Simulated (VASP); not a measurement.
Wanted: the native input for a VASP 6.6.1 run.

| Quantity | Value |
| --- | --- |
| Task | single point |
| Functional | PBE |
| Potentials or basis | VASP PAW PBE potentials, release 64 (Hf_pv, C) |
| Cutoff | 520 eV |
| k mesh | 10 × 10 × 10 |
| Occupations | gaussian, width 0.028 eV |
| Spin | no spin polarisation |
| Dipole correction | no |
| Further INCAR settings | ALGO = Normal; EDIFF = 1e-06; NBANDS = 14 |

The structure of HfC lies in POSCAR:

```
HfC
1.0
    0.0000000000      2.3250000000      2.3250000000
    2.3250000000      0.0000000000      2.3250000000
    2.3250000000      2.3250000000      0.0000000000
Hf C
1 1
Direct
    0.5000000000      0.5000000000      0.5000000000
    0.0000000000      0.0000000000      0.0000000000
```

The input as run:

INCAR

```
  PREC = Accurate
  ENCUT = 520
  EDIFF = 1E-6
  ISMEAR = 0
  SIGMA = 0.028000000000000004
  LREAL = False
  LASPH = True
  NELM = 100
  ALGO = Normal
  ISIF = 2
  LWAVE = False
  LCHARG = True
  GGA = PE
  LELF = True
  LVHAR = True
  NBANDS = 14
```

KPOINTS

```
regular mesh
0
Gamma
  10 10 10
```

Potentials or basis: VASP PAW PBE potentials, release 64 (Hf_pv, C).

Launch:

```bash
$ cat potpaw_PBE.64/Hf_pv/POTCAR potpaw_PBE.64/C/POTCAR > POTCAR
$ mpirun -np 1 vasp_std > vasp.out
```

It gave:

The pressure is -0.5 GPa and the band gap on the k mesh is zero (band 7 reaches 6.95 eV, above the bottom of band 8 at 5.55 eV).

Caveat: spin-orbit coupling is left out, which moves the levels of the heavy elements.

It took 25 s on 1 thread of Intel Xeon 6975P-C, with other jobs on the host, peak memory 0.15 GiB.
